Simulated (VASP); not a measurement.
# Ti12H in VASP: single point with PBE

Aim: the single point of Ti12H with PBE.

Program: VASP 6.6.1. These are calculated values, not measurements. Logs are shortened: lines on timing, memory, paths and dates and some standing lists are left out, and cuts for length are marked.

**1. The cell of the first run**

The cell holds a slab with vacuum, 13 atoms: a = 5.876 Å, b = 4.650 Å, c = 21.284 Å, α = 90.00°, β = 90.00°, γ = 90.00°.

**2. Single point, PBE**

Contents of INCAR:

```
PREC = Accurate
ENCUT = 520
EDIFF = 1E-6
ISMEAR = 0
SIGMA = 0.1
LREAL = False
LASPH = True
NELM = 100
ALGO = Normal
ISIF = 2
LWAVE = False
LCHARG = False
LDIPOL = True
IDIPOL = 3
DIPOL = 0.5 0.5 0.338
GGA = PE
NBANDS = 84
```

Contents of KPOINTS:

```
regular mesh
0
Gamma
  5 6 1
```

Contents of POSCAR:

```
Ti12H
1.0
    5.8763264169      0.0000000000      0.0000000000
    0.0000000000      4.6504654180      0.0000000000
    0.0000000000      0.0000000000     21.2842241737
Ti H
12 1
Direct
    0.0000000000      0.7500000000      0.1879326194
    0.5000000000      0.7500000000      0.1879326194
    0.2500000000      0.2500000000      0.2277825407
    0.7500000000      0.2500000000      0.2277825407
    0.2500000000      0.7500000000      0.3074823835
    0.7500000000      0.7500000000      0.3074823835
    0.0000000000      0.2500000000      0.3461291986
    0.5000000000      0.2500000000      0.3461291986
    0.0000000000      0.7500000000      0.4220680061
    0.5000000000      0.7500000000      0.4220680061
    0.2500000000      0.2500000000      0.4596937193
    0.7500000000      0.2500000000      0.4596937193
    0.2500000000      0.5833333333      0.4898145784
```

Potentials or basis: VASP PAW PBE potentials, release 64 (Ti_sv, H).

Run with:

```sh
cat potpaw_PBE.64/Ti_sv/POTCAR potpaw_PBE.64/H/POTCAR > POTCAR
mpirun -np 1 vasp_std > vasp.out
```

OUTCAR:

```text
PREC = Accurate
   ENCUT = 520
   EDIFF = 1E-6
   ISMEAR = 0
   LREAL = False
   LASPH = True
   NELM = 100
   ISIF = 2
   GGA = PE

 ion  position               nearest neighbor table
   1  0.000  0.750  0.188-   3 2.88   4 2.88   3 2.88   4 2.88
   2  0.500  0.750  0.188-   3 2.88   4 2.88   3 2.88   4 2.88
   3  0.250  0.250  0.228-   1 2.88   2 2.88   1 2.88   2 2.88   5 2.88   5 2.88   8 2.92   7 2.92

   4  0.750  0.250  0.228-   1 2.88   2 2.88   1 2.88   2 2.88   6 2.88   6 2.88   8 2.92   7 2.92

   5  0.250  0.750  0.307-   9 2.85  10 2.85   7 2.87   8 2.87   7 2.87   8 2.87   3 2.88   3 2.88

   6  0.750  0.750  0.307-   9 2.85  10 2.85   7 2.87   8 2.87   7 2.87   8 2.87   4 2.88   4 2.88

   7  0.000  0.250  0.346-  11 2.83  12 2.83   9 2.83   9 2.83   5 2.87   5 2.87   6 2.87   6 2.87
                             3 2.92   4 2.92
   8  0.500  0.250  0.346-  11 2.83  12 2.83  10 2.83  10 2.83   5 2.87   5 2.87   6 2.87   6 2.87
                             3 2.92   4 2.92
   9  0.000  0.750  0.422-   7 2.83   7 2.83   5 2.85   6 2.85  12 2.86  11 2.86  11 2.86  12 2.86

  10  0.500  0.750  0.422-   8 2.83   8 2.83   5 2.85   6 2.85  12 2.86  11 2.86  11 2.86  12 2.86

  11  0.250  0.250  0.460-  13 1.68   8 2.83   7 2.83  10 2.86   9 2.86   9 2.86  10 2.86
  12  0.750  0.250  0.460-   7 2.83   8 2.83   9 2.86  10 2.86   9 2.86  10 2.86
  13  0.250  0.583  0.490-  11 1.68

  LATTYP: Found a simple orthorhombic cell.
 ALAT       =     4.6504654180
 B/A-ratio  =     1.2635996376
 C/A-ratio  =     4.5767944196

  Lattice vectors:

 A1 = (   0.0000000000,  -4.6504654180,   0.0000000000)
 A2 = (   5.8763264169,   0.0000000000,   0.0000000000)
 A3 = (   0.0000000000,   0.0000000000,  21.2842241737)

Analysis of symmetry for initial positions (statically):
=====================================================================
 Subroutine PRICEL returns:
 Original cell was already a primitive cell.

 Routine SETGRP: Setting up the symmetry group for a
 simple orthorhombic supercell.

 Subroutine GETGRP returns: Found  2 space group operations
 (whereof  1 operations were pure point group operations)
 out of a pool of  8 trial point group operations.

The static configuration has the point symmetry C_1 .
 The point group associated with its full space group is C_1h.

Analysis of symmetry for dynamics (positions and initial velocities):
=====================================================================
 Subroutine PRICEL returns:
 Original cell was already a primitive cell.

 Routine SETGRP: Setting up the symmetry group for a
 simple orthorhombic supercell.

 Subroutine GETGRP returns: Found  2 space group operations
 (whereof  1 operations were pure point group operations)
 out of a pool of  8 trial point group operations.

The dynamic configuration has the point symmetry C_1 .
 The point group associated with its full space group is C_1h.

 Subroutine INISYM returns: Found  2 space group operations
 (whereof  1 operations are pure point group operations),
 and found     1 'primitive' translations

----------------------------------------------------------------------------------------

                                     Primitive cell

  volume of cell :     581.6479

  direct lattice vectors                    reciprocal lattice vectors
     5.876326417  0.000000000  0.000000000     0.170174345  0.000000000  0.000000000
     0.000000000  4.650465418  0.000000000     0.000000000  0.215032241  0.000000000
     0.000000000  0.000000000 21.284224174     0.000000000  0.000000000  0.046983155

  length of vectors
     5.876326417  4.650465418 21.284224174     0.170174345  0.215032241  0.046983155

  position of ions in fractional coordinates (direct lattice)
     0.000000000  0.750000000  0.187932619
     0.500000000  0.750000000  0.187932619
     0.250000000  0.250000000  0.227782541
     0.750000000  0.250000000  0.227782541
     0.250000000  0.750000000  0.307482384
     0.750000000  0.750000000  0.307482384
     0.000000000  0.250000000  0.346129199
     0.500000000  0.250000000  0.346129199
     0.000000000  0.750000000  0.422068006
     0.500000000  0.750000000  0.422068006
     0.250000000  0.250000000  0.459693719
     0.750000000  0.250000000  0.459693719
     0.250000000  0.583333333  0.489814578

[... 39 lines left out ...]

 Found     12 irreducible k-points:

 Following reciprocal coordinates:
            Coordinates               Weight
  0.000000  0.000000  0.000000      1.000000
  0.200000  0.000000  0.000000      2.000000
  0.400000  0.000000  0.000000      2.000000
  0.000000  0.166667  0.000000      2.000000
  0.200000  0.166667  0.000000      4.000000
  0.400000  0.166667  0.000000      4.000000
  0.000000  0.333333  0.000000      2.000000
  0.200000  0.333333  0.000000      4.000000
  0.400000  0.333333  0.000000      4.000000
  0.000000  0.500000  0.000000      1.000000
  0.200000  0.500000  0.000000      2.000000
  0.400000  0.500000  0.000000      2.000000
   k-points           NKPTS =     12   k-points in BZ     NKDIM =     12   number of bands    NBANDS=     84
   number of dos      NEDOS =    301   number of ions     NIONS =     13
   total plane-waves  NPLWV = 276480
   dimension x,y,z NGX =    48 NGY =   36 NGZ =  160
   dimension x,y,z NGXF=    96 NGYF=   72 NGZF=  320
   ions per type =              12   1
   NGX,Y,Z   is equivalent  to a cutoff of  13.58, 12.87, 12.50 a.u.
   NGXF,Y,Z  is equivalent  to a cutoff of  27.16, 25.74, 24.99 a.u.
 SYSTEM =  unknown system
   PREC   = accura    normal or accurate (medium, high low for compatibility)
   ISTART =      0    job   : 0-new  1-cont  2-samecut
   ICHARG =      2    charge: 1-file 2-atom 10-const
   ISPIN  =      1    spin polarized calculation?
   LNONCOLLINEAR =      F non collinear calculations
   LSORBIT =      F    spin-orbit coupling
   LASPH  =      T    aspherical Exc in radial PAW
   ENCUT  =  520.0 eV  38.22 Ry    6.18 a.u.  10.93  8.65 39.57*2*pi/ulx,y,z
   NELM   =    100;   NELMIN=  2; NELMDL= -5     # of ELM steps
   EDIFF  = 0.1E-05   stopping-criterion for ELM
   LREAL  =      F    real-space projection
   EDIFFG = 0.1E-04   stopping-criterion for IOM
   NSW    =      0    number of steps for IOM
   IBRION =     -1    ionic relax: 0-MD 1-quasi-New 2-CG
   NFREE  =      0    steps in history (QN), initial steepest desc. (CG)
   ISIF   =      2    stress and relaxation
   ISYM   =      2    0-nonsym 1-usesym 2-fastsym
   POTIM  = 0.5000    time-step for ionic-motion
   TEBEG  =    0.0;   TEEND  =   0.0 temperature during run
   PSTRESS=    0.0 pullay stress
   NELECT =     145.0000    total number of electrons
   NUPDOWN=      -1.0000    fix difference up-down
   EMIN   =  10.00;   EMAX   =-10.00  energy-range for DOS
   EFERMI =   0.00;   METHOD = LEGACY
   ISMEAR =     0;   SIGMA  =   0.10  broadening in eV -4-tet -1-fermi 0-gaus
   EFERMI_NEDOS =   21; number of points for ismear=-14 and -15
   IALGO  =     38    algorithm
   IMIX   =      4    mixing-type and parameters
     AMIX     =   0.40;   BMIX     =  1.00
     AMIX_MAG =   1.60;   BMIX_MAG =  1.00
  volume/ion in A,a.u.               =      44.74       301.93
  Fermi-wavevector in a.u.,A,eV,Ry     =   1.030333  1.947046 14.443745  1.061585
  Thomas-Fermi vector in A             =   2.164425
   LORBIT       =      0    0 simple, 1 ext, 2 COOP (PROOUT), +10 PAW based schemes
   GGA     = PE    functional components
   LHFCALC =     F    Hartree Fock is set to
   AEXX    =    0.0000 exact exchange contribution
   IVDW    =     0    specifies the selected vdW correction
   LEPSILON=     F    determine dielectric tensor
   LRPA    =     F    only Hartree local field effects (RPA)
 non-spin polarized calculation
 Gauss-broadening in eV      SIGMA  =   0.10
  energy-cutoff  :      520.00
  volume of cell :      581.65
 maximum number of plane-waves:     15708
 NGX is ok and might be reduce to    48
   NGX = 21   NGY = 17   NGZ = 79

 dipolmoment           0.000000      0.000000     -0.000797 electrons x Angstroem

 number of electron     145.0000021 magnetization

 dipolmoment           0.000000      0.000000      0.011457 electrons x Angstroem

 Free energy of the ion-electron system (eV)
  ---------------------------------------------------
  ext. energy  EPLUGINS =         0.00000000
  ---------------------------------------------------
  free energy    TOTEN  =       -90.98246703 eV

  energy without entropy =      -90.86554511  energy(sigma->0) =      -90.92400607

 E-fermi :   0.7052     XC(G=0):  -5.1029

 val. band max:        0.6994113088   @ k =   0.0000   0.5000   0.0000
 cond. band min:       0.7094873884   @ k =   0.2000   0.5000   0.0000
 fundamental gap:      0.0100760796
 Fermi energy:         0.7051605261

 k-point     1 :       0.0000    0.0000    0.0000
  band No.  band energies     occupation
      1     -56.3541      2.00000
      2     -56.3099      2.00000
      3     -56.2802      2.00000
      4     -56.1547      2.00000
      5     -56.1263      2.00000
      6     -56.0751      2.00000
[... 1033 lines left out ...]
     83       1.1531      0.00000
     84       1.1840      0.00000

------------------------ aborting loop because EDIFF is reached ----------------------------------------

 vacuum level on the upper side and lower side of the slab       (xc-potential included)        -0.089        -0.179

  FORCE on cell =-STRESS in cart. coord.  units (eV):
  Direction    XX          YY          ZZ          XY          YZ          ZX
  --------------------------------------------------------------------------------------
  -------------------------------------------------------------------------------------
  Total       -6.0080605     -1.0282352     -3.0044385      0.0000000      1.7704776      0.0000000
  in kB      -16.5494942     -2.8323238     -8.2758717      0.0000000      4.8768665      0.0000000
  external PRESSURE =      -9.2192299 kB  Pullay stress =       0.0000000 kB

 VOLUME and BASIS-vectors are now :
 -----------------------------------------------------------------------------
  energy-cutoff  :      520.00
  volume of cell :      581.65
      direct lattice vectors                 reciprocal lattice vectors
     5.876326417  0.000000000  0.000000000     0.170174345  0.000000000  0.000000000
     0.000000000  4.650465418  0.000000000     0.000000000  0.215032241  0.000000000
     0.000000000  0.000000000 21.284224174     0.000000000  0.000000000  0.046983155

 POSITION                                       TOTAL-FORCE (eV/Angst)
 -----------------------------------------------------------------------------------
      0.00000      3.48785      4.00000        -0.014622      0.008141      0.345205
      2.93816      3.48785      4.00000         0.014622      0.008141      0.345205
      1.46908      1.16262      4.84817         0.000000     -0.010879      0.063861
      4.40724      1.16262      4.84817         0.000000     -0.006901      0.082687
      1.46908      3.48785      6.54452         0.000000      0.073289     -0.322608
      4.40724      3.48785      6.54452         0.000000      0.029158     -0.457365
      0.00000      1.16262      7.36709         0.014721     -0.064572      0.000264
      2.93816      1.16262      7.36709        -0.014721     -0.064572      0.000264
      0.00000      3.48785      8.98339         0.249244     -0.214039      0.455554
      2.93816      3.48785      8.98339        -0.249244     -0.214039      0.455554
      1.46908      1.16262      9.78422         0.000000     -1.655752     -0.828918
      4.40724      1.16262      9.78422         0.000000     -0.155602     -0.140642
      1.46908      2.71277     10.42532         0.000000      2.267627      0.000938
 -----------------------------------------------------------------------------------
    total drift:                               -0.000000     -0.000034      0.000023

  FREE ENERGIE OF THE ION-ELECTRON SYSTEM (eV)
  ---------------------------------------------------
  free  energy   TOTEN  =       -90.9824670256 eV

  energy  without entropy=      -90.8655451105  energy(sigma->0) =      -90.92400607

 vacuum level on the upper side and lower side of the slab         4.420         4.321
```

It took 57 min on 1 thread of Intel Xeon 8259CL, shared host; peak memory 0.81 GiB.

What came out:

```yaml
Free_energy: -90.9825 eV
Largest_force: 2.268 eV/Å
Band_gap_on_the_k_mesh: zero (an odd number of electrons rules out a gap without spin polarisation)
```

Forces on the atoms (eV/Å):
```
Ti  -0.015  0.008  0.345
Ti   0.015  0.008  0.345
Ti   0.000 -0.011  0.064
Ti   0.000 -0.007  0.083
Ti   0.000  0.073 -0.323
Ti   0.000  0.029 -0.457
Ti   0.015 -0.065  0.000
Ti  -0.015 -0.065  0.000
Ti   0.249 -0.214  0.456
Ti  -0.249 -0.214  0.456
Ti   0.000 -1.656 -0.829
Ti   0.000 -0.156 -0.141
H    0.000  2.268  0.001
```

Levels at points of the mesh, in eV from the Fermi level:
| k point | band 68 | band 69 | band 70 | band 71 | band 72 | band 73 | band 74 | band 75 | band 76 | band 77 |
| --- | --- | --- | --- | --- | --- | --- | --- | --- | --- | --- |
| (0.00, 0.00, 0.00) | -0.71 | -0.60 | -0.56 | -0.02 | 0.18 | 0.32 | 0.33 | 0.33 | 0.46 | 0.51 |
| (0.00, 0.50, 0.00) | -0.68 | -0.49 | -0.41 | -0.20 | -0.01 | 0.09 | 0.18 | 0.27 | 0.31 | 0.37 |
